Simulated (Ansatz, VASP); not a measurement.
Be3TeF4: VASP beside Ansatz

The input INCAR:

```
PREC     = Accurate       # precision mode
ENCUT    = 520            # plane-wave cutoff, eV
EDIFF    = 1E-6           # SCF threshold, eV
ISMEAR   = 0              # smearing method
SIGMA    = 0.02           # smearing width, eV
LREAL    = False          # projectors in reciprocal space
LASPH    = True           # aspherical terms in the spheres
NELM     = 80             # most SCF steps
ALGO     = Normal         # electronic algorithm
ISIF     = 2              # what is computed and relaxed
LWAVE    = False          # write WAVECAR
LCHARG   = False          # write CHGCAR
GGA      = PE             # functional
NBANDS   = 30             # bands
```

Contents of KPOINTS:

```
Automatic mesh
0
Gamma
  6 4 4
```

File POSCAR:

```
Be3TeF4
1.0
    4.5193960000      0.0000000000      0.0000000000
    1.9629320000      5.4830331000      0.0000000000
    1.9972005000      0.9290273000      5.6757144000
Be Te F
3 1 4
Direct
    0.1398960000      0.6376760000      0.1619850000
    0.8951650000      0.0172540000      0.4515730000
    0.6051680000      0.9078320000      0.9695180000
    0.3897040000      0.1905760000      0.2673900000
    0.8445080000      0.6708510000      0.0710860000
    0.7659830000      0.0259140000      0.7172390000
    0.3369380000      0.8014430000      0.9630340000
    0.0226370000      0.7484530000      0.3981750000
```

Input for Ansatz:

```yaml
crystal:
  lattice:
    - [4.519396, 0.0, 0.0]
    - [1.962932, 5.4830331, 0.0]
    - [1.9972005, 0.9290273, 5.6757144]
  atoms:
    - { symbol: Be, position: [0.139896, 0.637676, 0.161985] }
    - { symbol: Be, position: [0.895165, 0.017254, 0.451573] }
    - { symbol: Be, position: [0.605168, 0.907832, 0.969518] }
    - { symbol: Te, position: [0.389704, 0.190576, 0.26739] }
    - { symbol: F, position: [0.844508, 0.670851, 0.071086] }
    - { symbol: F, position: [0.765983, 0.025914, 0.717239] }
    - { symbol: F, position: [0.336938, 0.801443, 0.963034] }
    - { symbol: F, position: [0.022637, 0.748453, 0.398175] }
basis:
  ecutwfc: 420
kpoints:
  mp_grid: { grid: [6, 4, 4] }
  band_path:
    path:
      - [[0.0, 0.0, 0.0], [0.0, 0.0, -0.5]]
      - [[0.0, -0.5, 0.0], [0.0, 0.0, 0.0], [-0.5, 0.0, 0.0]]
      - [[-0.5, -0.5, -0.5], [0.0, 0.0, 0.0], [-0.5, -0.5, 0.0]]
      - [[-0.5, 0.0, -0.5], [0.0, 0.0, 0.0], [0.0, -0.5, -0.5]]
    npoints: 14
hamiltonian:
  xc: pbe
scf:
  occupations: { method: gaussian, width: 0.02 }
  n_extra_bands: 20
output:
  forces: true
  stress: true
  eigenvalues: true
  populations: true
  dos: { projected: true, de: 0.02, nscf_kmesh: { grid: [9, 6, 6] } }
  bader: true
  write_density: true
  write_potential: true
  elf: true
  volumetric_format: npy
```

Alike in both runs: task single point; functional PBE; k mesh 6 × 4 × 4; occupations gaussian, width 0.02 eV; no spin polarisation.

|  | VASP | Ansatz |
| --- | --- | --- |
| version | VASP 6.6.1 | Ansatz 0.2.0 |
| potentials or method | VASP PAW PBE potentials, release 64 (Be, Te, F), cutoff 520 eV | scalar-relativistic, plane waves, PAW |
| valence electrons in the cell | 40 | 50 |

Ansatz gave:

- gap on the k mesh at the Fermi level (eV): 3.92
- least direct gap on the mesh (eV): 3.92
- pressure (GPa): 0.0
- rms of the force components (eV/Å): 0.002

What did VASP give for the same quantities?

gap on the k mesh at the Fermi level (eV): 3.91; least direct gap on the mesh (eV): 3.91; pressure (GPa): 0.1; rms of the force components (eV/Å): 0.019.

Atom by atom the forces differ by 0.020 eV/Å (rms over components). VASP's potentials hold 40 valence electrons a cell and Ansatz's 50, so a difference there can come from the potentials and not from the codes.

Neither program's run includes spin-orbit coupling.
